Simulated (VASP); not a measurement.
# Ni (Fm-3m) in VASP: relaxation of cell and atoms with PBE

Aim: the relaxation of cell and atoms of Ni with PBE.

Everything below comes from runs of VASP 6.6.1. Logs are shortened: lines on timing, memory, paths and dates and some standing lists are left out, and cuts for length are marked.

## 1. The cell of the first run

The structure is cubic, space group Fm-3m (No. 225). Conventional cell: a = 3.536 Å, b = 3.536 Å, c = 3.536 Å, α = 90.00°, β = 90.00°, γ = 90.00°. Ni (site symmetry m-3m) has 12 Ni at 2.50 Å within 3.3 Å.

## 2. Relaxation of cell and atoms, PBE, collinear spin, ferromagnetic start

INCAR

```
SYSTEM = Ni
  ALGO = Normal
  EDIFF = 1E-6
  EDIFFG = -0.005
  ENCUT = 600
  GGA = PE
  IBRION = 2
  ISIF = 3
  ISMEAR = 0
  ISPIN = 2
  LASPH = .True.
  LCHARG = .False.
  LMAXMIX = 4
  LORBIT = 11
  LREAL = .False.
  LWAVE = .False.
  MAGMOM = 0.81
  NELM = 150
  NSW = 100
  PREC = Accurate
  SIGMA = 0.1
```

KPOINTS

```
k-points
0
Gamma
  20 20 20
  0 0 0
```

POSCAR

```
Ni
1.0
    0.0000000000      1.7679500000      1.7679500000
    1.7679500000      0.0000000000      1.7679500000
    1.7679500000      1.7679500000      0.0000000000
Ni
1
Direct
    0.0000000000      0.0000000000      0.0000000000
```

Potentials or basis: VASP PAW PBE potentials, release 64 (Ni).

On the command line:

```
> cat potpaw_PBE.64/Ni/POTCAR > POTCAR
> mpirun -np 1 vasp_std > vasp.out
```

OUTCAR:

```text
SYSTEM = Ni
   EDIFF = 1E-6
   EDIFFG = -0.005
   ENCUT = 600
   GGA = PE
   IBRION = 2
   ISIF = 3
   ISMEAR = 0
   ISPIN = 2
   LASPH = .True.
   LORBIT = 11
   LREAL = .False.
   NELM = 150
   NSW = 100
   PREC = Accurate

 ion  position               nearest neighbor table
   1  0.000  0.000  0.000-

  LATTYP: Found a face centered cubic cell.
 ALAT       =     3.5359000000

  Lattice vectors:

 A1 = (   0.0000000000,   1.7679500000,   1.7679500000)
 A2 = (   1.7679500000,   0.0000000000,   1.7679500000)
 A3 = (   1.7679500000,   1.7679500000,   0.0000000000)

Analysis of symmetry for initial positions (statically):
=====================================================================
 Subroutine PRICEL returns:
 Original cell was already a primitive cell.

 Routine SETGRP: Setting up the symmetry group for a
 face centered cubic supercell.

 Subroutine GETGRP returns: Found 48 space group operations
 (whereof 48 operations were pure point group operations)
 out of a pool of 48 trial point group operations.

The static configuration has the point symmetry O_h .

Analysis of symmetry for dynamics (positions and initial velocities):
=====================================================================
 Subroutine PRICEL returns:
 Original cell was already a primitive cell.

 Routine SETGRP: Setting up the symmetry group for a
 face centered cubic supercell.

 Subroutine GETGRP returns: Found 48 space group operations
 (whereof 48 operations were pure point group operations)
 out of a pool of 48 trial point group operations.

The dynamic configuration has the point symmetry O_h .

Analysis of structural, dynamic, and magnetic symmetry:
=====================================================================
 Subroutine PRICEL returns:
 Original cell was already a primitive cell.

 Routine SETGRP: Setting up the symmetry group for a
 face centered cubic supercell.

 Subroutine GETGRP returns: Found 48 space group operations
 (whereof 48 operations were pure point group operations)
 out of a pool of 48 trial point group operations.

The overall configuration has the point symmetry O_h .

 Subroutine INISYM returns: Found 48 space group operations
 (whereof 48 operations are pure point group operations),
 and found     1 'primitive' translations

----------------------------------------------------------------------------------------

                                     Primitive cell

  volume of cell :      11.0520

  direct lattice vectors                    reciprocal lattice vectors
     0.000000000  1.767950000  1.767950000    -0.282813428  0.282813428  0.282813428
     1.767950000  0.000000000  1.767950000     0.282813428 -0.282813428  0.282813428
     1.767950000  1.767950000  0.000000000     0.282813428  0.282813428 -0.282813428

  length of vectors
     2.500258868  2.500258868  2.500258868     0.489847226  0.489847226  0.489847226

  position of ions in fractional coordinates (direct lattice)
     0.000000000  0.000000000  0.000000000

  ion indices of the primitive-cell ions
   primitive index   ion index
                 1           1

----------------------------------------------------------------------------------------

 KPOINTS: k-points

Automatic generation of k-mesh.
 Grid dimensions read from file:
 generate k-points for:   20   20   20

 Generating k-lattice:

  Cartesian coordinates                     Fractional coordinates (reciprocal lattice)
    -0.014140671  0.014140671  0.014140671     0.050000000  0.000000000  0.000000000
     0.014140671 -0.014140671  0.014140671     0.000000000  0.050000000  0.000000000
     0.014140671  0.014140671 -0.014140671     0.000000000  0.000000000  0.050000000

  Length of vectors
     0.024492361  0.024492361  0.024492361

  Shift w.r.t. Gamma in fractional coordinates (k-lattice)
     0.000000000  0.000000000  0.000000000

 Subroutine IBZKPT returns following result:
 ===========================================

 Found    256 irreducible k-points:

 Following reciprocal coordinates:
            Coordinates               Weight
  0.000000  0.000000  0.000000      1.000000
  0.050000  0.000000  0.000000      8.000000
  0.100000  0.000000  0.000000      8.000000
  0.150000  0.000000  0.000000      8.000000
  0.200000  0.000000  0.000000      8.000000
  0.250000  0.000000  0.000000      8.000000
[... 16 lines left out ...]
 -0.400000  0.050000  0.000000     24.000000
 -0.350000  0.050000  0.000000     24.000000
 [... further k-points ...]
   k-points           NKPTS =    256   k-points in BZ     NKDIM =    256   number of bands    NBANDS=      9
   number of dos      NEDOS =    301   number of ions     NIONS =      1
   total plane-waves  NPLWV =   8000
   dimension x,y,z NGX =    20 NGY =   20 NGZ =   20
   dimension x,y,z NGXF=    40 NGYF=   40 NGZF=   40
   ions per type =               1
   NGX,Y,Z   is equivalent  to a cutoff of  13.30, 13.30, 13.30 a.u.
   NGXF,Y,Z  is equivalent  to a cutoff of  26.60, 26.60, 26.60 a.u.
 SYSTEM =  Ni
   PREC   = accura    normal or accurate (medium, high low for compatibility)
   ISTART =      0    job   : 0-new  1-cont  2-samecut
   ICHARG =      2    charge: 1-file 2-atom 10-const
   ISPIN  =      2    spin polarized calculation?
   LNONCOLLINEAR =      F non collinear calculations
   LSORBIT =      F    spin-orbit coupling
   LASPH  =      T    aspherical Exc in radial PAW
   ENCUT  =  600.0 eV  44.10 Ry    6.64 a.u.   4.99  4.99  4.99*2*pi/ulx,y,z
   NELM   =    150;   NELMIN=  2; NELMDL= -5     # of ELM steps
   EDIFF  = 0.1E-05   stopping-criterion for ELM
   LREAL  =      F    real-space projection
   EDIFFG = -.5E-02   stopping-criterion for IOM
   NSW    =    100    number of steps for IOM
   IBRION =      2    ionic relax: 0-MD 1-quasi-New 2-CG
   NFREE  =      1    steps in history (QN), initial steepest desc. (CG)
   ISIF   =      3    stress and relaxation
   ISYM   =      2    0-nonsym 1-usesym 2-fastsym
   POTIM  = 0.5000    time-step for ionic-motion
   TEBEG  =    0.0;   TEEND  =   0.0 temperature during run
   PSTRESS=    0.0 pullay stress
   NELECT =      10.0000    total number of electrons
   NUPDOWN=      -1.0000    fix difference up-down
   EMIN   =  10.00;   EMAX   =-10.00  energy-range for DOS
   EFERMI =   0.00;   METHOD = LEGACY
   ISMEAR =     0;   SIGMA  =   0.10  broadening in eV -4-tet -1-fermi 0-gaus
   EFERMI_NEDOS =   21; number of points for ismear=-14 and -15
   IALGO  =     38    algorithm
   IMIX   =      4    mixing-type and parameters
     AMIX     =   0.40;   BMIX     =  1.00
     AMIX_MAG =   1.60;   BMIX_MAG =  1.00
  volume/ion in A,a.u.               =      11.05        74.58
  Fermi-wavevector in a.u.,A,eV,Ry     =   1.583415  2.992221 34.112584  2.507204
  Thomas-Fermi vector in A             =   2.683189
   LORBIT       =     11    0 simple, 1 ext, 2 COOP (PROOUT), +10 PAW based schemes
   GGA     = PE    functional components
   LHFCALC =     F    Hartree Fock is set to
   AEXX    =    0.0000 exact exchange contribution
   IVDW    =     0    specifies the selected vdW correction
   LEPSILON=     F    determine dielectric tensor
   LRPA    =     F    only Hartree local field effects (RPA)
 conjugate gradient relaxation of ions
 spin polarized calculation
 Gauss-broadening in eV      SIGMA  =   0.10
  energy-cutoff  :      600.00
  volume of cell :       11.05
 maximum number of plane-waves:       380
   NGX =  9   NGY =  9   NGZ =  9

--------------------------------------- Ionic step        1  -------------------------------------------

 number of electron      10.0000010 magnetization       0.6296465

 Free energy of the ion-electron system (eV)
  ---------------------------------------------------
  ext. energy  EPLUGINS =         0.00000000
  ---------------------------------------------------
  free energy    TOTEN  =        -5.47334972 eV

  energy without entropy =       -5.46442303  energy(sigma->0) =       -5.46888638

------------------------ aborting loop because EDIFF is reached ----------------------------------------

  FORCE on cell =-STRESS in cart. coord.  units (eV):
  Direction    XX          YY          ZZ          XY          YZ          ZX
  --------------------------------------------------------------------------------------
  -------------------------------------------------------------------------------------
  Total       -0.2020160     -0.2020160     -0.2020160     -0.0000000      0.0000000      0.0000000
  in kB      -29.2857509    -29.2857509    -29.2857509     -0.0000000      0.0000000      0.0000000
  external PRESSURE =     -29.2857509 kB  Pullay stress =       0.0000000 kB

 VOLUME and BASIS-vectors are now :
 -----------------------------------------------------------------------------
  energy-cutoff  :      600.00
  volume of cell :       11.05
      direct lattice vectors                 reciprocal lattice vectors
     0.000000000  1.767950000  1.767950000    -0.282813428  0.282813428  0.282813428
     1.767950000  0.000000000  1.767950000     0.282813428 -0.282813428  0.282813428
     1.767950000  1.767950000  0.000000000     0.282813428  0.282813428 -0.282813428
[... 36 lines left out ...]
 POSITION                                       TOTAL-FORCE (eV/Angst)
 -----------------------------------------------------------------------------------
      3.50144      3.50144      3.50144         0.000000      0.000000     -0.000000
 -----------------------------------------------------------------------------------
    total drift:                                0.000000      0.000000      0.000000

  FREE ENERGIE OF THE ION-ELECTRON SYSTEM (eV)
  ---------------------------------------------------
  free  energy   TOTEN  =        -5.4736419141 eV

  energy  without entropy=       -5.4650162652  energy(sigma->0) =       -5.46932909

--------------------------------------- Ionic step        3  -------------------------------------------

 number of electron      10.0000009 magnetization       0.6282168

 Free energy of the ion-electron system (eV)
  ---------------------------------------------------
  ext. energy  EPLUGINS =         0.00000000
  ---------------------------------------------------
  free energy    TOTEN  =        -5.47493967 eV

  energy without entropy =       -5.46617349  energy(sigma->0) =       -5.47055658

 E-fermi :   9.3756     XC(G=0): -13.2547

 val. band max:        9.3749824430   @ k =  -0.4500   0.5000   0.0500
 cond. band min:       9.3756435837   @ k =   0.4000   0.0000   0.0000
 fundamental gap:      0.0006611407
 Fermi energy:         9.3755811133

 spin component 1

 k-point     1 :       0.0000    0.0000    0.0000
  band No.  band energies     occupation
      1       0.3654      1.00000
      2       6.9362      1.00000
      3       6.9362      1.00000
      4       6.9362      1.00000
      5       8.1149      1.00000
      6       8.1149      1.00000
      7      33.0976      0.00000
      8      36.9567      0.00000
      9      36.9567      0.00000

 k-point     2 :       0.0500    0.0000    0.0000
  band No.  band energies     occupation
      1       0.4634      1.00000
      2       6.9109      1.00000
      3       6.9583      1.00000
      4       6.9583      1.00000
      5       8.1054      1.00000
      6       8.1054      1.00000
      7      32.8032      0.00000
      8      35.5906      0.00000
      9      36.7099      0.00000
[... 253 lines left out ...]
 k-point    24 :      -0.3500    0.0500    0.0000
  band No.  band energies     occupation
      1       4.1923      1.00000
      2       7.0241      1.00000
      3       7.0789      1.00000
      4       7.1999      1.00000
      5       8.4445      1.00000
      6       8.7942      1.00000
      7      18.5135      0.00000
      8      31.0579      0.00000
      9      33.4240      0.00000

 [... further k-points ...]

 spin component 2

 k-point     1 :       0.0000    0.0000    0.0000
  band No.  band energies     occupation
      1       0.3296      1.00000
      2       7.6937      1.00000
      3       7.6937      1.00000
      4       7.6937      1.00000
      5       8.7012      1.00000
      6       8.7012      1.00000
      7      32.9333      0.00000
      8      36.9367      0.00000
      9      36.9367      0.00000

 k-point     2 :       0.0500    0.0000    0.0000
  band No.  band energies     occupation
      1       0.4277      1.00000
      2       7.6650      1.00000
      3       7.7167      1.00000
      4       7.7167      1.00000
      5       8.6910      1.00000
      6       8.6911      1.00000
      7      32.6713      0.00000
      8      35.5815      0.00000
      9      36.7099      0.00000
[... 286 lines left out ...]
 POSITION                                       TOTAL-FORCE (eV/Angst)
 -----------------------------------------------------------------------------------
      0.00000      0.00000      0.00000        -0.000000     -0.000000      0.000000
 -----------------------------------------------------------------------------------
    total drift:                                0.000000      0.000000      0.000000

  FREE ENERGIE OF THE ION-ELECTRON SYSTEM (eV)
  ---------------------------------------------------
  free  energy   TOTEN  =        -5.4749396743 eV

  energy  without entropy=       -5.4661734935  energy(sigma->0) =       -5.47055658

 reached required accuracy - stopping structural energy minimisation

 total charge

# of ion       s       p       d       tot
------------------------------------------
    1        0.498   0.498   8.314   9.309

 magnetization (x)

# of ion       s       p       d       tot
------------------------------------------
    1       -0.007  -0.025   0.672   0.640
```

Run time: 2.5 min. Hardware: 1 thread of Intel Xeon 8259CL, shared host; peak memory 0.18 GiB.

Results:

- Free energy: -5.4749 eV
- Relaxed volume: 10.88 Å³/atom
- Relaxed cell: a = 2.487 Å, b = 2.487 Å, c = 2.487 Å, α = 60.00°, β = 60.00°, γ = 60.00°
- Space group after relaxing (to 0.1 Å): Fm-3m (No. 225)
- Energy gained by relaxing: 1.6 meV/atom
- Ionic steps: 3
- Pressure after relaxing: 0.0 GPa
- Net moment: 0.63 μB per cell
- Site moments: Ni +0.64 μB
- Valence electrons inside the program's atomic spheres: Ni 9.31

The path:
| step | energy change (eV) | largest force (eV/Å) | pressure (GPa) | volume (Å³) |
| --- | --- | --- | --- | --- |
| 1 | 0.0000 | 0.0000 | -2.93 | 11.05 |
| 2 | -0.0003 | 0.0000 | 2.83 | 10.73 |
| 3 | -0.0016 | 0.0000 | 0.00 | 10.88 |

Final structure:
```xyz
1
Lattice="0.0000 1.7588 1.7588 1.7588 0.0000 1.7588 1.7588 1.7588 0.0000" Properties=species:S:1:pos:R:3 pbc="T T T"
Ni    0.0000    0.0000    0.0000
```
